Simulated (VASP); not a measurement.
# Ga3Se (P4/mmm) in VASP: a series of runs

Runs on Ga3Se. Level: PBE. Tasks: single point.

All numbers are computed with VASP 6.6.1; they aren't measurements. Logs are shortened: lines on timing, memory, paths and dates and some standing lists are left out, and cuts for length are marked.

**1. The cell of the first run**

Symmetry: P4/mmm, No. 123, tetragonal system. The conventional cell has a = 3.159 Å, b = 3.159 Å, c = 8.545 Å, α = 90.00°, β = 90.00°, γ = 90.00°. Ga (site symmetry 4/mmm) has 12 Ga at 2.77 to 3.16 Å within 3.6 Å. Ga (site symmetry 4mm) has 1 Se at 2.64 Å and 9 Ga at 2.77 to 3.27 Å within 3.5 Å. Within 3.5 Å of Se (site symmetry 4/mmm) lie 2 Ga at 2.64 Å and 4 Se at 3.16 Å.

The cell was generated, and may not be a known phase.

**2. Single point, PBE**

Input file INCAR:

```
PREC = Accurate
ENCUT = 520
EDIFF = 1E-7
ISMEAR = 0
SIGMA = 0.1
LREAL = False
LASPH = True
NELM = 80
ALGO = Normal
ISIF = 2
LWAVE = False
LCHARG = False
GGA = PE
NBANDS = 30
```

Input file KPOINTS:

```
regular mesh
0
Gamma
  4 4 4
```

Input file POSCAR:

```
Ga3Se
1.0
    3.1594798257      0.0000000000      0.0000000000
    0.0000000000      3.1594798257      0.0000000000
    0.0000000000      0.0000000000      8.5448773008
Ga Se
3 1
Direct
    0.5000000000      0.5000000000      0.0000000000
    0.0000000000      0.0000000000      0.8086116638
    0.0000000000      0.0000000000      0.1913883362
    0.0000000000      0.0000000000      0.5000000000
```

Potentials or basis: VASP PAW PBE potentials, release 64 (Ga_d, Se).

Started as:

```
$ cat potpaw_PBE.64/Ga_d/POTCAR potpaw_PBE.64/Se/POTCAR > POTCAR
$ mpirun -np 1 vasp_std > vasp.out
```

OUTCAR:

```text
PREC = Accurate
   ENCUT = 520
   EDIFF = 1E-7
   ISMEAR = 0
   LREAL = False
   LASPH = True
   NELM = 80
   ISIF = 2
   GGA = PE

 ion  position               nearest neighbor table
   1  0.500  0.500  0.000-   2 2.77   3 2.77   2 2.77   3 2.77   2 2.77   3 2.77   2 2.77   3 2.77

   2  0.000  0.000  0.809-   4 2.64   1 2.77   1 2.77   1 2.77   1 2.77
   3  0.000  0.000  0.191-   4 2.64   1 2.77   1 2.77   1 2.77   1 2.77
   4  0.000  0.000  0.500-   2 2.64   3 2.64

  LATTYP: Found a simple tetragonal cell.
 ALAT       =     3.1594798257
 C/A-ratio  =     2.7045202920

  Lattice vectors:

 A1 = (   3.1594798257,   0.0000000000,   0.0000000000)
 A2 = (   0.0000000000,   3.1594798257,   0.0000000000)
 A3 = (   0.0000000000,   0.0000000000,   8.5448773008)

Analysis of symmetry for initial positions (statically):
=====================================================================
 Subroutine PRICEL returns:
 Original cell was already a primitive cell.

 Routine SETGRP: Setting up the symmetry group for a
 simple tetragonal supercell.

 Subroutine GETGRP returns: Found 16 space group operations
 (whereof 16 operations were pure point group operations)
 out of a pool of 16 trial point group operations.

The static configuration has the point symmetry D_4h.

Analysis of symmetry for dynamics (positions and initial velocities):
=====================================================================
 Subroutine PRICEL returns:
 Original cell was already a primitive cell.

 Routine SETGRP: Setting up the symmetry group for a
 simple tetragonal supercell.

 Subroutine GETGRP returns: Found 16 space group operations
 (whereof 16 operations were pure point group operations)
 out of a pool of 16 trial point group operations.

The dynamic configuration has the point symmetry D_4h.

 Subroutine INISYM returns: Found 16 space group operations
 (whereof 16 operations are pure point group operations),
 and found     1 'primitive' translations

----------------------------------------------------------------------------------------

                                     Primitive cell

  volume of cell :      85.2976

  direct lattice vectors                    reciprocal lattice vectors
     3.159479826  0.000000000  0.000000000     0.316507797  0.000000000  0.000000000
     0.000000000  3.159479826  0.000000000     0.000000000  0.316507797  0.000000000
     0.000000000  0.000000000  8.544877301     0.000000000  0.000000000  0.117029182

  length of vectors
     3.159479826  3.159479826  8.544877301     0.316507797  0.316507797  0.117029182

  position of ions in fractional coordinates (direct lattice)
     0.500000000  0.500000000  0.000000000
     0.000000000  0.000000000  0.808611664
     0.000000000  0.000000000  0.191388336
     0.000000000  0.000000000  0.500000000

  ion indices of the primitive-cell ions
   primitive index   ion index
                 1           1
                 2           2
                 3           3
                 4           4

----------------------------------------------------------------------------------------

 KPOINTS: regular mesh

Automatic generation of k-mesh.
 Grid dimensions read from file:
 generate k-points for:    4    4    4

 Generating k-lattice:

  Cartesian coordinates                     Fractional coordinates (reciprocal lattice)
     0.079126949  0.000000000  0.000000000     0.250000000  0.000000000  0.000000000
     0.000000000  0.079126949  0.000000000     0.000000000  0.250000000  0.000000000
     0.000000000  0.000000000  0.029257295     0.000000000  0.000000000  0.250000000

  Length of vectors
     0.079126949  0.079126949  0.029257295

  Shift w.r.t. Gamma in fractional coordinates (k-lattice)
     0.000000000  0.000000000  0.000000000

 Subroutine IBZKPT returns following result:
 ===========================================

 Found     18 irreducible k-points:

 Following reciprocal coordinates:
            Coordinates               Weight
  0.000000  0.000000  0.000000      1.000000
  0.250000  0.000000  0.000000      4.000000
  0.500000  0.000000  0.000000      2.000000
  0.250000  0.250000  0.000000      4.000000
  0.500000  0.250000  0.000000      4.000000
  0.500000  0.500000  0.000000      1.000000
[... 10 lines left out ...]
  0.500000  0.250000  0.500000      4.000000
  0.500000  0.500000  0.500000      1.000000
   k-points           NKPTS =     18   k-points in BZ     NKDIM =     18   number of bands    NBANDS=     30
   number of dos      NEDOS =    301   number of ions     NIONS =      4
   total plane-waves  NPLWV =  36864
   dimension x,y,z NGX =    24 NGY =   24 NGZ =   64
   dimension x,y,z NGXF=    48 NGYF=   48 NGZF=  128
   ions per type =               3   1
   NGX,Y,Z   is equivalent  to a cutoff of  12.63, 12.63, 12.45 a.u.
   NGXF,Y,Z  is equivalent  to a cutoff of  25.26, 25.26, 24.90 a.u.
 SYSTEM =  unknown system
   PREC   = accura    normal or accurate (medium, high low for compatibility)
   ISTART =      0    job   : 0-new  1-cont  2-samecut
   ICHARG =      2    charge: 1-file 2-atom 10-const
   ISPIN  =      1    spin polarized calculation?
   LNONCOLLINEAR =      F non collinear calculations
   LSORBIT =      F    spin-orbit coupling
   LASPH  =      T    aspherical Exc in radial PAW
   ENCUT  =  520.0 eV  38.22 Ry    6.18 a.u.   5.87  5.87 15.89*2*pi/ulx,y,z
   NELM   =     80;   NELMIN=  2; NELMDL= -5     # of ELM steps
   EDIFF  = 0.1E-06   stopping-criterion for ELM
   LREAL  =      F    real-space projection
   EDIFFG = 0.1E-05   stopping-criterion for IOM
   NSW    =      0    number of steps for IOM
   IBRION =     -1    ionic relax: 0-MD 1-quasi-New 2-CG
   NFREE  =      0    steps in history (QN), initial steepest desc. (CG)
   ISIF   =      2    stress and relaxation
   ISYM   =      2    0-nonsym 1-usesym 2-fastsym
   POTIM  = 0.5000    time-step for ionic-motion
   TEBEG  =    0.0;   TEEND  =   0.0 temperature during run
   PSTRESS=    0.0 pullay stress
   NELECT =      45.0000    total number of electrons
   NUPDOWN=      -1.0000    fix difference up-down
   EMIN   =  10.00;   EMAX   =-10.00  energy-range for DOS
   EFERMI =   0.00;   METHOD = LEGACY
   ISMEAR =     0;   SIGMA  =   0.10  broadening in eV -4-tet -1-fermi 0-gaus
   EFERMI_NEDOS =   21; number of points for ismear=-14 and -15
   IALGO  =     38    algorithm
   IMIX   =      4    mixing-type and parameters
     AMIX     =   0.40;   BMIX     =  1.00
     AMIX_MAG =   1.60;   BMIX_MAG =  1.00
  volume/ion in A,a.u.               =      21.32       143.90
  Fermi-wavevector in a.u.,A,eV,Ry     =   1.322818  2.499763 23.808110  1.749847
  Thomas-Fermi vector in A             =   2.452471
   LORBIT       =      0    0 simple, 1 ext, 2 COOP (PROOUT), +10 PAW based schemes
   GGA     = PE    functional components
   LHFCALC =     F    Hartree Fock is set to
   AEXX    =    0.0000 exact exchange contribution
   IVDW    =     0    specifies the selected vdW correction
   LEPSILON=     F    determine dielectric tensor
   LRPA    =     F    only Hartree local field effects (RPA)
 non-spin polarized calculation
 Gauss-broadening in eV      SIGMA  =   0.10
  energy-cutoff  :      520.00
  volume of cell :       85.30
 maximum number of plane-waves:      2336
 NGX is ok and might be reduce to    24
   NGX = 11   NGY = 11   NGZ = 31

 number of electron      44.9999965 magnetization

 Free energy of the ion-electron system (eV)
  ---------------------------------------------------
  ext. energy  EPLUGINS =         0.00000000
  ---------------------------------------------------
  free energy    TOTEN  =       -12.35863558 eV

  energy without entropy =      -12.35356831  energy(sigma->0) =      -12.35610194

 E-fermi :   4.5396     XC(G=0): -10.2061

 val. band max:        4.5111579354   @ k =   0.2500   0.2500   0.0000
 cond. band min:       4.7740693344   @ k =   0.5000   0.5000   0.2500
 fundamental gap:      0.2629113990
 Fermi energy:         4.5395675077

 k-point     1 :       0.0000    0.0000    0.0000
  band No.  band energies     occupation
      1     -10.6466      2.00000
      2     -10.6337      2.00000
      3     -10.5362      2.00000
      4     -10.4826      2.00000
      5     -10.4826      2.00000
      6     -10.4598      2.00000
[... 22 lines left out ...]
     29      11.5128      0.00000
     30      11.5331      0.00000

 k-point     2 :       0.2500    0.0000    0.0000
  band No.  band energies     occupation
      1     -10.5971      2.00000
      2     -10.5518      2.00000
      3     -10.5458      2.00000
      4     -10.5162      2.00000
      5     -10.5113      2.00000
      6     -10.4670      2.00000
[... 22 lines left out ...]
     29      11.6835      0.00000
     30      12.8592      0.00000

 k-point     3 :       0.5000    0.0000    0.0000
  band No.  band energies     occupation
      1     -10.5643      2.00000
      2     -10.5572      2.00000
      3     -10.5555      2.00000
      4     -10.5454      2.00000
      5     -10.5279      2.00000
      6     -10.4398      2.00000
[... 22 lines left out ...]
     29      12.1687      0.00000
     30      12.6914      0.00000

 k-point     4 :       0.2500    0.2500    0.0000
  band No.  band energies     occupation
      1     -10.5683      2.00000
      2     -10.5577      2.00000
      3     -10.5298      2.00000
      4     -10.5232      2.00000
      5     -10.5015      2.00000
      6     -10.4584      2.00000
[... 418 lines left out ...]
     29      10.1931      0.00000
     30      12.0121      0.00000

 k-point    17 :       0.5000    0.2500    0.5000
  band No.  band energies     occupation
      1     -10.5883      2.00000
      2     -10.5627      2.00000
      3     -10.5558      2.00000
      4     -10.5112      2.00000
      5     -10.5088      2.00000
      6     -10.4572      2.00000
[... 22 lines left out ...]
     29       9.7352      0.00000
     30      10.0546      0.00000

 k-point    18 :       0.5000    0.5000    0.5000
  band No.  band energies     occupation
      1     -10.6000      2.00000
      2     -10.6000      2.00000
      3     -10.5688      2.00000
      4     -10.5528      2.00000
      5     -10.5093      2.00000
      6     -10.4701      2.00000
[... 22 lines left out ...]
     29       8.3513      0.00000
     30       9.3381      0.00000

------------------------ aborting loop because EDIFF is reached ----------------------------------------

  FORCE on cell =-STRESS in cart. coord.  units (eV):
  Direction    XX          YY          ZZ          XY          YZ          ZX
  --------------------------------------------------------------------------------------
  -------------------------------------------------------------------------------------
  Total        0.0247929      0.0247929      0.0342719      0.0000000      0.0000000      0.0000000
  in kB        0.4656942      0.4656942      0.6437426      0.0000000      0.0000000      0.0000000
  external PRESSURE =       0.5250437 kB  Pullay stress =       0.0000000 kB

 VOLUME and BASIS-vectors are now :
 -----------------------------------------------------------------------------
  energy-cutoff  :      520.00
  volume of cell :       85.30
      direct lattice vectors                 reciprocal lattice vectors
     3.159479826  0.000000000  0.000000000     0.316507797  0.000000000  0.000000000
     0.000000000  3.159479826  0.000000000     0.000000000  0.316507797  0.000000000
     0.000000000  0.000000000  8.544877301     0.000000000  0.000000000  0.117029182

 POSITION                                       TOTAL-FORCE (eV/Angst)
 -----------------------------------------------------------------------------------
      1.57974      1.57974      0.00000        -0.000000      0.000000      0.000000
      0.00000      0.00000      6.90949        -0.000000      0.000000      0.005644
      0.00000      0.00000      1.63539         0.000000      0.000000     -0.005644
      0.00000      0.00000      4.27244        -0.000000      0.000000      0.000000
 -----------------------------------------------------------------------------------
    total drift:                                0.000000     -0.000000     -0.000000

  FREE ENERGIE OF THE ION-ELECTRON SYSTEM (eV)
  ---------------------------------------------------
  free  energy   TOTEN  =       -12.3586355800 eV

  energy  without entropy=      -12.3535683093  energy(sigma->0) =      -12.35610194
```

It took 42 s on 1 thread of AMD EPYC 7R13 (Zen 3), shared host; peak memory 0.17 GiB.

What came out:

- Free energy: -12.3586 eV
- Pressure: 0.1 GPa
- Largest force: 0.006 eV/Å
- Band gap on the k mesh: zero (an odd number of electrons rules out a gap without spin polarisation)

Forces in eV/Å, atoms in the order of the input:
```
Ga   0.000  0.000  0.000
Ga   0.000  0.000  0.006
Ga   0.000  0.000 -0.006
Se   0.000  0.000  0.000
```

Levels at points of the mesh, in eV from the Fermi level:
```tsv
k point	band 19	band 20	band 21	band 22	band 23	band 24	band 25	band 26	band 27	band 28
(0.00, 0.00, 0.00)	-3.62	-2.86	0.62	0.62	3.40	3.40	4.95	5.52	6.21	6.21
(0.50, 0.00, 0.00)	-5.89	-4.56	-3.22	-1.37	-0.13	1.41	2.52	4.40	7.18	7.32
(0.50, 0.50, 0.00)	-3.77	-3.37	-3.08	-2.62	-2.62	-0.04	-0.04	0.59	1.86	2.80
(0.00, 0.00, 0.50)	-5.93	0.64	0.64	0.80	1.39	3.26	3.26	5.81	6.65	6.65
(0.50, 0.00, 0.50)	-4.92	-4.34	-4.02	-2.60	1.18	1.41	3.15	4.30	7.05	7.19
(0.50, 0.50, 0.50)	-3.55	-3.08	-3.04	-3.04	-1.74	-1.70	0.53	0.53	1.74	3.81
```

Caveat: the k points lie up to 0.50 Å⁻¹ apart, too coarse for converged energies and pressures of a metal.

**3. Single point, PBE**

This run uses another cell than the first one, of 21.73 Å³/atom.

Input file INCAR:

```
ALGO = Normal
EDIFF = 1E-6
ENCUT = 520
GGA = PE
ISIF = 2
ISMEAR = 0
LASPH = T
LCHARG = F
LREAL = F
LWAVE = F
NBANDS = 30
NELM = 100
PREC = Accurate
SIGMA = 0.1
```

Input file KPOINTS:

```
k-points
0
Gamma
  6 6 2
```

Input file POSCAR:

```
Ga3Se
1.0
    3.1552638034      0.0000000000      0.0000000000
    0.0000000000      3.1552638034      0.0000000000
    0.0000000000      0.0000000000      8.7291357392
Ga Se
3 1
Direct
    0.5000000000      0.5000000000      0.0000000000
    0.0000000000      0.0000000000      0.7904101407
    0.0000000000      0.0000000000      0.2095898593
    0.0000000000      0.0000000000      0.5000000000
```

Potentials or basis: VASP PAW PBE potentials, release 64 (Ga_d, Se).

Started as:

```
$ cat potpaw_PBE.64/Ga_d/POTCAR potpaw_PBE.64/Se/POTCAR > POTCAR
$ mpirun -np 1 vasp_std > vasp.out
```

Run time: 48 s. Hardware: 1 thread of AMD EPYC 7R13 (Zen 3), shared host; peak memory 0.18 GiB.

Results (log left out):

| Item | Value |
| --- | --- |
| Free energy | -11.7687 eV |
| Pressure | -0.1 GPa |
| Largest force | 0.027 eV/Å |
| Band gap on the k mesh | zero (an odd number of electrons rules out a gap without spin polarisation) |

Forces on the atoms (eV/Å):
```
Ga   0.000  0.000  0.000
Ga   0.000  0.000  0.027
Ga   0.000  0.000 -0.027
Se   0.000  0.000  0.000
```

Stress tensor (GPa, compression positive):
```
-0.35  0.00  0.00
 0.00 -0.35  0.00
 0.00  0.00  0.33
```

Levels at points of the mesh, in eV from the Fermi level:
| k point | band 20 | band 21 | band 22 | band 23 | band 24 | band 25 |
| --- | --- | --- | --- | --- | --- | --- |
| (0.00, 0.00, 0.00) | -3.28 | 0.85 | 0.85 | 3.92 | 3.92 | 4.70 |
| (0.50, 0.00, 0.00) | -4.38 | -3.14 | -1.52 | -0.29 | 1.66 | 1.87 |
| (0.50, 0.50, 0.00) | -3.03 | -2.90 | -2.20 | -2.20 | -0.08 | -0.08 |
| (0.00, 0.00, 0.50) | 0.39 | 0.87 | 0.87 | 0.94 | 3.74 | 3.74 |
| (0.50, 0.00, 0.50) | -4.38 | -4.07 | -2.40 | 0.57 | 1.66 | 2.96 |
| (0.50, 0.50, 0.50) | -3.03 | -2.62 | -2.62 | -1.73 | -1.38 | 0.61 |

The gap in the log of VASP goes by the Fermi energy; the results here count the filled bands.